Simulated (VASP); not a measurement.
Pt, 4 atoms in the cell. Symmetry: P6_3/mmc, No. 194, hexagonal system. The conventional cell has a = 2.709 Å, b = 2.709 Å, c = 9.828 Å, α = 90.00°, β = 90.00°, γ = 120.00°. Within 3.4 Å of Pt (site symmetry 3m) lie 10 Pt at 2.58 to 2.81 Å. This isn't the form of Pt at room conditions, which is fcc.

| Item | Value |
| --- | --- |
| Program | VASP 6.6.1 |
| Task | single point |
| Functional | PBEsol |
| Potentials or basis | VASP PAW PBE potentials, release 64 (Pt) |
| Cutoff | 520 eV |
| k mesh | 21 × 21 × 6 |
| Occupations | gaussian, width 0.1 eV |
| Spin | no spin polarisation |
| Dipole correction | no |
| Further INCAR settings | ALGO = Fast; EDIFF = 1e-07; NBANDS = 28 |

Potentials or basis: VASP PAW PBE potentials, release 64 (Pt).

The run is started by

```sh
$ cat potpaw_PBE.64/Pt/POTCAR > POTCAR
$ mpirun -np 1 vasp_std > vasp.out
```

Hardware: 1 thread of Intel Xeon 8259CL, on a shared host.

Question: How long does it take, and how much memory?

Answer: It took 10 min on 1 thread of Intel Xeon 8259CL, with other jobs on the host, peak memory 0.36 GiB. Counts: scf iterations 19, k points 192.
